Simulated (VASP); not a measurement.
Here is a VASP 6.6.1 calculation.

INCAR

```
SYSTEM = Cu
  PREC = Accurate
  ENCUT = 520
  EDIFF = 1E-6
  ISMEAR = -1
  SIGMA = 0.08
  LREAL = .False.
  LASPH = .True.
  NELM = 100
  ALGO = Normal
  ISIF = 2
  LWAVE = .False.
  LCHARG = .True.
  LDIPOL = .True.
  IDIPOL = 3
  DIPOL = 0.5 0.5 0.500
  GGA = CA
  LELF = .True.
  LVHAR = .True.
  LVACPOTAV = .True.
  NBANDS = 36
```

File KPOINTS:

```
Automatic mesh
0
Gamma
  15 10 1
  0 0 0
```

POSCAR

```
Cu
1.0
    2.4875465902      0.0000000000      0.0000000000
    0.0000000000      3.5179221248      0.0000000000
    0.0000000000      0.0000000000     20.9751000000
Cu
5
Direct
    0.0000000000      0.0000000000      0.3857729366
    0.5000000000      0.5000000000      0.4391569466
    0.0000000000      0.0000000000      0.4999999978
    0.5000000000      0.5000000000      0.5608430587
    0.0000000000      0.0000000000      0.6142270603
```

Potentials or basis: VASP PAW LDA potentials, release 64 (Cu).

Run with:

```console
$ cat potpaw_LDA.64/Cu/POTCAR > POTCAR
$ mpirun -np 1 vasp_std > vasp.out
```

Problem. Predict the band gap on the k mesh.

Solution. Zero (an odd number of electrons rules out a gap without spin polarisation).

Problem. Estimate the largest force.

Solution. 0.050 eV/Å.

Forces in eV/Å, atoms in the order of the input:
```
Cu   0.000  0.000 -0.050
Cu   0.000  0.000  0.001
Cu   0.000  0.000  0.000
Cu   0.000  0.000 -0.001
Cu   0.000  0.000  0.050
```
